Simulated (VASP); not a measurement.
# InSb (F-43m) in VASP: notebook

InSb is run at these levels: PBE; tasks: single point.

Everything below comes from runs of VASP 6.6.1. Logs are shortened: lines on timing, memory, paths and dates and some standing lists are left out, and cuts for length are marked.

**What was measured.**

“Electronic Structure and Epitaxy of CdTe Shells on InSb Nanowires”, 2021, arxiv:2111.05126 quotes, for a bulk crystal of InSb: band gap 0.24 eV.

The results are compared with them further down.

**1. The cell of the first run**

The structure is cubic, space group F-43m (No. 216). Conventional cell: a = 6.849 Å, b = 6.849 Å, c = 6.849 Å, α = 90.00°, β = 90.00°, γ = 90.00°. Within 3.9 Å of In (site symmetry -43m) lie 4 Sb at 2.97 Å. Sb (site symmetry -43m) has 4 In at 2.97 Å within 3.9 Å.

**2. Single point, PBE (40.16 Å³/atom)**

The input, INCAR:

```
SYSTEM = InSb
PREC = Accurate
ENCUT = 520
EDIFF = 1E-6
ISMEAR = 0
SIGMA = 0.1
LREAL = .FALSE.
LASPH = .TRUE.
NELM = 80
ALGO = Normal
ISIF = 2
LWAVE = .FALSE.
LCHARG = .FALSE.
GGA = PE
NBANDS = 16
```

The input, KPOINTS:

```
regular mesh
0
G
  12 12 12
  0 0 0
```

The input, POSCAR:

```
InSb
1.0
    0.0000000000      3.4245118490      3.4245118490
    3.4245118490      0.0000000000      3.4245118490
    3.4245118490      3.4245118490      0.0000000000
In Sb
1 1
Direct
    0.0000000000      0.0000000000      0.0000000000
    0.2500000000      0.2500000000      0.2500000000
```

Potentials or basis: VASP PAW PBE potentials, release 64 (In_d, Sb).

Started as:

```sh
$ cat potpaw_PBE.64/In_d/POTCAR potpaw_PBE.64/Sb/POTCAR > POTCAR
$ mpirun -np 1 vasp_std > vasp.out
```

OUTCAR:

```text
SYSTEM = InSb
   PREC = Accurate
   ENCUT = 520
   EDIFF = 1E-6
   ISMEAR = 0
   LREAL = .FALSE.
   LASPH = .TRUE.
   NELM = 80
   ISIF = 2
   GGA = PE

 ion  position               nearest neighbor table
   1  0.000  0.000  0.000-   2 2.97   2 2.97   2 2.97   2 2.97
   2  0.250  0.250  0.250-   1 2.97   1 2.97   1 2.97   1 2.97

  LATTYP: Found a face centered cubic cell.
 ALAT       =     6.8490236980

  Lattice vectors:

 A1 = (   0.0000000000,   3.4245118490,   3.4245118490)
 A2 = (   3.4245118490,   0.0000000000,   3.4245118490)
 A3 = (   3.4245118490,   3.4245118490,   0.0000000000)

Analysis of symmetry for initial positions (statically):
=====================================================================
 Subroutine PRICEL returns:
 Original cell was already a primitive cell.

 Routine SETGRP: Setting up the symmetry group for a
 face centered cubic supercell.

 Subroutine GETGRP returns: Found 24 space group operations
 (whereof 24 operations were pure point group operations)
 out of a pool of 48 trial point group operations.

The static configuration has the point symmetry T_d .

Analysis of symmetry for dynamics (positions and initial velocities):
=====================================================================
 Subroutine PRICEL returns:
 Original cell was already a primitive cell.

 Routine SETGRP: Setting up the symmetry group for a
 face centered cubic supercell.

 Subroutine GETGRP returns: Found 24 space group operations
 (whereof 24 operations were pure point group operations)
 out of a pool of 48 trial point group operations.

The dynamic configuration has the point symmetry T_d .

 Subroutine INISYM returns: Found 24 space group operations
 (whereof 24 operations are pure point group operations),
 and found     1 'primitive' translations

----------------------------------------------------------------------------------------

                                     Primitive cell

  volume of cell :      80.3204

  direct lattice vectors                    reciprocal lattice vectors
     0.000000000  3.424511849  3.424511849    -0.146006211  0.146006211  0.146006211
     3.424511849  0.000000000  3.424511849     0.146006211 -0.146006211  0.146006211
     3.424511849  3.424511849  0.000000000     0.146006211  0.146006211 -0.146006211

  length of vectors
     4.842991101  4.842991101  4.842991101     0.252890176  0.252890176  0.252890176

  position of ions in fractional coordinates (direct lattice)
     0.000000000  0.000000000  0.000000000
     0.250000000  0.250000000  0.250000000

  ion indices of the primitive-cell ions
   primitive index   ion index
                 1           1
                 2           2

----------------------------------------------------------------------------------------

 KPOINTS: regular mesh

Automatic generation of k-mesh.
 Grid dimensions read from file:
 generate k-points for:   12   12   12

 Generating k-lattice:

  Cartesian coordinates                     Fractional coordinates (reciprocal lattice)
    -0.012167184  0.012167184  0.012167184     0.083333333  0.000000000  0.000000000
     0.012167184 -0.012167184  0.012167184     0.000000000  0.083333333  0.000000000
     0.012167184  0.012167184 -0.012167184     0.000000000  0.000000000  0.083333333

  Length of vectors
     0.021074181  0.021074181  0.021074181

  Shift w.r.t. Gamma in fractional coordinates (k-lattice)
     0.000000000  0.000000000  0.000000000

 Subroutine IBZKPT returns following result:
 ===========================================

 Found     72 irreducible k-points:

 Following reciprocal coordinates:
            Coordinates               Weight
  0.000000  0.000000  0.000000      1.000000
  0.083333  0.000000  0.000000      8.000000
  0.166667  0.000000  0.000000      8.000000
  0.250000  0.000000  0.000000      8.000000
  0.333333  0.000000  0.000000      8.000000
  0.416667  0.000000  0.000000      8.000000
[... 16 lines left out ...]
  0.500000  0.166667  0.000000     24.000000
 -0.416667  0.166667  0.000000     24.000000
 [... further k-points ...]
   k-points           NKPTS =     72   k-points in BZ     NKDIM =     72   number of bands    NBANDS=     16
   number of dos      NEDOS =    301   number of ions     NIONS =      2
   total plane-waves  NPLWV =  46656
   dimension x,y,z NGX =    36 NGY =   36 NGZ =   36
   dimension x,y,z NGXF=    72 NGYF=   72 NGZF=   72
   ions per type =               1   1
   NGX,Y,Z   is equivalent  to a cutoff of  12.36, 12.36, 12.36 a.u.
   NGXF,Y,Z  is equivalent  to a cutoff of  24.72, 24.72, 24.72 a.u.
 SYSTEM =  InSb
   PREC   = accura    normal or accurate (medium, high low for compatibility)
   ISTART =      0    job   : 0-new  1-cont  2-samecut
   ICHARG =      2    charge: 1-file 2-atom 10-const
   ISPIN  =      1    spin polarized calculation?
   LNONCOLLINEAR =      F non collinear calculations
   LSORBIT =      F    spin-orbit coupling
   LASPH  =      T    aspherical Exc in radial PAW
   ENCUT  =  520.0 eV  38.22 Ry    6.18 a.u.   9.00  9.00  9.00*2*pi/ulx,y,z
   NELM   =     80;   NELMIN=  2; NELMDL= -5     # of ELM steps
   EDIFF  = 0.1E-05   stopping-criterion for ELM
   LREAL  =      F    real-space projection
   EDIFFG = 0.1E-04   stopping-criterion for IOM
   NSW    =      0    number of steps for IOM
   IBRION =     -1    ionic relax: 0-MD 1-quasi-New 2-CG
   NFREE  =      0    steps in history (QN), initial steepest desc. (CG)
   ISIF   =      2    stress and relaxation
   ISYM   =      2    0-nonsym 1-usesym 2-fastsym
   POTIM  = 0.5000    time-step for ionic-motion
   TEBEG  =    0.0;   TEEND  =   0.0 temperature during run
   PSTRESS=    0.0 pullay stress
   NELECT =      18.0000    total number of electrons
   NUPDOWN=      -1.0000    fix difference up-down
   EMIN   =  10.00;   EMAX   =-10.00  energy-range for DOS
   EFERMI =   0.00;   METHOD = LEGACY
   ISMEAR =     0;   SIGMA  =   0.10  broadening in eV -4-tet -1-fermi 0-gaus
   EFERMI_NEDOS =   21; number of points for ismear=-14 and -15
   IALGO  =     38    algorithm
   IMIX   =      4    mixing-type and parameters
     AMIX     =   0.40;   BMIX     =  1.00
     AMIX_MAG =   1.60;   BMIX_MAG =  1.00
  volume/ion in A,a.u.               =      40.16       271.01
  Fermi-wavevector in a.u.,A,eV,Ry     =   0.994391  1.879126 13.453612  0.988813
  Thomas-Fermi vector in A             =   2.126338
   LORBIT       =      0    0 simple, 1 ext, 2 COOP (PROOUT), +10 PAW based schemes
   GGA     = PE    functional components
   LHFCALC =     F    Hartree Fock is set to
   AEXX    =    0.0000 exact exchange contribution
   IVDW    =     0    specifies the selected vdW correction
   LEPSILON=     F    determine dielectric tensor
   LRPA    =     F    only Hartree local field effects (RPA)
 non-spin polarized calculation
 Gauss-broadening in eV      SIGMA  =   0.10
  energy-cutoff  :      520.00
  volume of cell :       80.32
 maximum number of plane-waves:      2200
   NGX = 17   NGY = 17   NGZ = 17

 number of electron      17.9999993 magnetization

 Free energy of the ion-electron system (eV)
  ---------------------------------------------------
  ext. energy  EPLUGINS =         0.00000000
  ---------------------------------------------------
  free energy    TOTEN  =        -6.88404949 eV

  energy without entropy =       -6.88388218  energy(sigma->0) =       -6.88396584

 E-fermi :   3.5717     XC(G=0):  -7.9919

 val. band max:        3.5022293480   @ k =   0.0000   0.0000   0.0000
 cond. band min:       3.7796266139   @ k =   0.5000   0.0000   0.0000
 fundamental gap:      0.2773972659
 Fermi energy:         3.5717023008

 k-point     1 :       0.0000    0.0000    0.0000
  band No.  band energies     occupation
      1     -10.8330      2.00000
      2     -10.8330      2.00000
      3     -10.8330      2.00000
      4     -10.7854      2.00000
      5     -10.7854      2.00000
      6      -6.2813      2.00000
[... 8 lines left out ...]
     15      11.4483      0.00000
     16      11.4483      0.00000

 k-point     2 :       0.0833    0.0000    0.0000
  band No.  band energies     occupation
      1     -10.8345      2.00000
      2     -10.8322      2.00000
      3     -10.8322      2.00000
      4     -10.7855      2.00000
      5     -10.7855      2.00000
      6      -6.2325      2.00000
[... 8 lines left out ...]
     15      11.0617      0.00000
     16      11.0617      0.00000

 k-point     3 :       0.1667    0.0000    0.0000
  band No.  band energies     occupation
      1     -10.8387      2.00000
      2     -10.8302      2.00000
      3     -10.8302      2.00000
      4     -10.7855      2.00000
      5     -10.7855      2.00000
      6      -6.0908      2.00000
[... 8 lines left out ...]
     15      10.6895      0.00000
     16      10.6895      0.00000

 k-point     4 :       0.2500    0.0000    0.0000
  band No.  band energies     occupation
      1     -10.8444      2.00000
      2     -10.8275      2.00000
      3     -10.8275      2.00000
      4     -10.7854      2.00000
      5     -10.7854      2.00000
      6      -5.8732      2.00000
[... 8 lines left out ...]
     15      10.6437      0.00000
     16      10.6437      0.00000
[... 324 lines left out ...]
 k-point    22 :       0.4167    0.1667    0.0000
  band No.  band energies     occupation
      1     -10.8571      2.00000
      2     -10.8216      2.00000
      3     -10.8202      2.00000
      4     -10.7879      2.00000
      5     -10.7831      2.00000
      6      -5.3911      2.00000
[... 8 lines left out ...]
     15      11.5870      0.00000
     16      12.2978      0.00000

 k-point    23 :       0.5000    0.1667    0.0000
  band No.  band energies     occupation
      1     -10.8590      2.00000
      2     -10.8210      2.00000
      3     -10.8196      2.00000
      4     -10.7870      2.00000
      5     -10.7836      2.00000
      6      -5.2105      2.00000
[... 8 lines left out ...]
     15      11.8876      0.00000
     16      12.3037      0.00000

 k-point    24 :      -0.4167    0.1667    0.0000
  band No.  band energies     occupation
      1     -10.8587      2.00000
      2     -10.8210      2.00000
      3     -10.8201      2.00000
      4     -10.7859      2.00000
      5     -10.7845      2.00000
      6      -5.1836      2.00000
[... 8 lines left out ...]
     15      11.4099      0.00000
     16      11.7198      0.00000

 [... further k-points ...]
[... 5 lines left out ...]
  --------------------------------------------------------------------------------------
  -------------------------------------------------------------------------------------
  Total       -1.3958829     -1.3958829     -1.3958829      0.0000000      0.0000000     -0.0000000
  in kB      -27.8441228    -27.8441228    -27.8441228      0.0000000      0.0000000     -0.0000000
  external PRESSURE =     -27.8441228 kB  Pullay stress =       0.0000000 kB

 VOLUME and BASIS-vectors are now :
 -----------------------------------------------------------------------------
  energy-cutoff  :      520.00
  volume of cell :       80.32
      direct lattice vectors                 reciprocal lattice vectors
     0.000000000  3.424511849  3.424511849    -0.146006211  0.146006211  0.146006211
     3.424511849  0.000000000  3.424511849     0.146006211 -0.146006211  0.146006211
     3.424511849  3.424511849  0.000000000     0.146006211  0.146006211 -0.146006211

 POSITION                                       TOTAL-FORCE (eV/Angst)
 -----------------------------------------------------------------------------------
      0.00000      0.00000      0.00000         0.000000      0.000000      0.000000
      1.71226      1.71226      1.71226        -0.000000     -0.000000     -0.000000
 -----------------------------------------------------------------------------------
    total drift:                               -0.000000     -0.000000     -0.000000

  FREE ENERGIE OF THE ION-ELECTRON SYSTEM (eV)
  ---------------------------------------------------
  free  energy   TOTEN  =        -6.8840494920 eV

  energy  without entropy=       -6.8838821842  energy(sigma->0) =       -6.88396584
```

Wall time 69 s (1 thread of Intel Xeon Platinum 8375C at 2.90GHz (Ice Lake), shared host); peak memory 0.26 GiB.

Results:

```
Free energy            : -6.8840 eV
Pressure               : -2.8 GPa
Band gap on the k mesh : zero (filled and empty bands touch)
```

Levels at points of the mesh, in eV from the Fermi level:
| k point | band 7 | band 8 | band 9 | band 10 | band 11 | band 12 |
| --- | --- | --- | --- | --- | --- | --- |
| (0.00, 0.00, 0.00) | -1.16 | -0.07 | -0.07 | -0.07 | 2.89 | 2.89 |
| (0.50, 0.00, 0.00) | -5.01 | -0.85 | -0.85 | 0.21 | 3.69 | 3.69 |
| (0.50, 0.50, 0.00) | -5.35 | -1.84 | -1.84 | 1.29 | 1.53 | 7.11 |

Caveat: semilocal functionals underestimate gaps, so a narrow gap can read as zero; spin-orbit coupling is left out, which moves the levels of the heavy elements.

**3. Single point, PBE**

This run uses another cell than the first one, of 36.51 Å³/atom.

The input, INCAR:

```
SYSTEM = InSb
PREC = Accurate ; ENCUT = 520
EDIFF = 1E-6 ; ISMEAR = 0
SIGMA = 0.1 ; LREAL = .FALSE.
LASPH = .TRUE. ; NELM = 80
ALGO = Normal ; ISIF = 2
LWAVE = .FALSE. ; LCHARG = .TRUE.
GGA = PE ; LELF = .TRUE.
LVHAR = .TRUE. ; NBANDS = 16
ISYM = 0
```

The input, KPOINTS:

```
Automatic mesh
0
G
  8 8 10
  0 0 0
```

The input, POSCAR:

```
InSb
1.0
    4.6915474145      0.0000000000      0.0000000000
    0.0000000000      4.6915474145      0.0000000000
    2.3457737073      2.3457737073      3.3174249911
In Sb
1 1
Direct
    0.0000000000      0.0000000000      0.0000000000
    0.7500000000      0.2500000000      0.5000000000
```

Potentials or basis: VASP PAW PBE potentials, release 64 (In_d, Sb).

Started as:

```sh
$ cat potpaw_PBE.64/In_d/POTCAR potpaw_PBE.64/Sb/POTCAR > POTCAR
$ mpirun -np 1 vasp_std > vasp.out
```

Wall time 3 min (1 thread of Intel Xeon 6975P-C (Granite Rapids), shared host); peak memory 0.51 GiB.

Results (log left out):

```
Free energy            : -6.9516 eV
Pressure               : 0.0 GPa
Band gap on the k mesh : zero (filled and empty bands touch)
```

Levels at points of the mesh, in eV from the Fermi level:
| k point | band 5 | band 6 | band 7 | band 8 | band 9 | band 10 | band 11 | band 12 | band 13 | band 14 |
| --- | --- | --- | --- | --- | --- | --- | --- | --- | --- | --- |
| (0.00, 0.00, 0.00) | -14.44 | -10.32 | -0.63 | -0.04 | -0.04 | -0.04 | 2.93 | 2.93 | 2.93 | 5.62 |
| (0.50, 0.00, 0.00) | -14.44 | -9.13 | -5.34 | -0.94 | -0.94 | 0.38 | 3.76 | 3.76 | 6.08 | 7.84 |
| (0.00, 0.50, 0.00) | -14.44 | -9.13 | -5.34 | -0.94 | -0.94 | 0.38 | 3.76 | 3.76 | 6.08 | 7.84 |
| (0.50, 0.50, 0.00) | -14.43 | -8.61 | -5.66 | -2.07 | -2.07 | 1.32 | 1.43 | 7.69 | 7.69 | 8.31 |
| (0.00, 0.00, 0.50) | -14.43 | -8.61 | -5.66 | -2.07 | -2.07 | 1.32 | 1.43 | 7.69 | 7.69 | 8.31 |
| (0.50, 0.00, 0.50) | -14.44 | -9.13 | -5.34 | -0.94 | -0.94 | 0.38 | 3.76 | 3.76 | 6.08 | 7.84 |
| (0.00, 0.50, 0.50) | -14.44 | -9.13 | -5.34 | -0.94 | -0.94 | 0.38 | 3.76 | 3.76 | 6.08 | 7.84 |
| (0.50, 0.50, 0.50) | -14.43 | -8.61 | -5.66 | -2.07 | -2.07 | 1.32 | 1.43 | 7.69 | 7.69 | 8.31 |

Caveat: semilocal functionals underestimate gaps, so a narrow gap can read as zero; spin-orbit coupling is left out, which moves the levels of the heavy elements.

**4. Against experiment**

Step 3. Against the measured gap of InSb, 0.24 eV (quoted in “Electronic Structure and Epitaxy of CdTe Shells on InSb Nanowires”, 2021, arxiv:2111.05126), the calculated 0.00 eV is off by -0.24 eV. Spin-orbit coupling on In, Sb is left out. The value is that of PBE on a finite k mesh, which can miss the band edges, without temperature or zero-point motion. Semilocal functionals fall short of measured gaps as a rule.
